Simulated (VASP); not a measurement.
# In2Au: single point with LDA

Crystal: In2Au.

```xyz
3
Lattice="0.0000 3.2071 3.2071 3.2071 0.0000 3.2071 3.2071 3.2071 0.0000" Properties=species:S:1:pos:R:3 pbc="T T T"
In    1.6035    1.6035    1.6035
In    4.8106    4.8106    4.8106
Au    0.0000    0.0000    0.0000
```

This cell differs from its parent crystal: volume scaled by 0.96.

| Property | Result |
| --- | --- |
| Program | VASP 6.6.1 |
| Task | single point |
| Functional | LDA |
| Potentials or basis | VASP PAW LDA potentials, release 64 (In_d, Au) |
| Cutoff | 520 eV |
| k mesh | 10 × 10 × 10 |
| Occupations | fermi-dirac, width 0.05 eV |
| Spin | no spin polarisation |
| Dipole correction | no |
| Further INCAR settings | ALGO = Normal; EDIFF = 1e-06; NBANDS = 26 |

| Property | Result |
| --- | --- |
| Pressure | 2.0 GPa |

Levels at points of the mesh, in eV from the Fermi level:
```tsv
k point	band 15	band 16	band 17	band 18	band 19	band 20	band 21	band 22	band 23	band 24
(0.00, 0.00, 0.00)	-4.94	-4.94	0.41	3.20	3.20	3.20	3.86	3.86	3.86	4.35
(0.50, 0.00, 0.00)	-4.95	-4.95	-4.82	0.85	0.85	1.95	2.82	3.75	3.75	9.21
(0.50, 0.50, 0.00)	-5.13	-4.98	-4.36	-2.03	-2.03	-0.13	2.50	9.27	9.27	10.32
```

It took 58 s on 1 thread of Intel(R) Xeon(R) Platinum 8259CL CPU @ 2.50GHz (Skylake/Cascade Lake), on a shared host, peak memory 0.22 GiB.

Caveat: spin-orbit coupling is left out, which moves the levels of the heavy elements.
